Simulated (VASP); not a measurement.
The system is InP.

```xyz
2
Lattice="3.5201 0.0000 0.0000 -1.7601 3.0485 0.0000 0.0000 0.0000 3.4355" Properties=species:S:1:pos:R:3 pbc="T T T"
In    0.0000    0.0000    0.0000
P     1.7601    1.0162    1.7177
```

The cell was built from a structure type or drawn by symmetry, and may not be a known phase.

```yaml
Program: VASP 6.6.1
Task: relaxation of cell and atoms
Functional: PBE
Potentials_or_basis: VASP PAW PBE potentials, release 64 (In_d, P)
Cutoff: 600 eV
k_mesh: 6 × 6 × 6
Occupations: gaussian, width 0.1 eV
Spin: no spin polarisation
```

At the start: pressure 15.6 GPa; volume 18.43 Å³/atom.

Question: How do energy, volume and symmetry change on relaxing?

Answer: Over 7 steps the energy falls by 142.6 meV/atom and the volume is 21.92 Å³/atom (+18.9 %); space group P-6m2 (No. 187, to 0.1 Å) before and after.

The path:
```tsv
step	energy change (eV)	largest force (eV/Å)	pressure (GPa)	volume (Å³)
1	0.0000	0.0000	15.63	36.87
2	-0.2071	0.0000	-4.75	47.32
3	-0.2702	0.0000	0.08	43.30
4	-0.2702	0.0000	-0.14	43.44
5	-0.2823	0.0000	-0.07	43.64
6	-0.2842	0.0000	0.00	43.71
7	-0.2851	0.0000	0.16	43.85
```

Final structure:
```
In P
1.0
     3.80665    0.00000    0.00000
    -1.90333    3.29666    0.00000
     0.00000    0.00000    3.49421
In P
1 1
Direct
  0.00000 0.00000 0.00000
  0.66667 0.33333 0.50000
```

Caveat: the volume moved by over 15 % at a fixed basis, so the end points are rough.
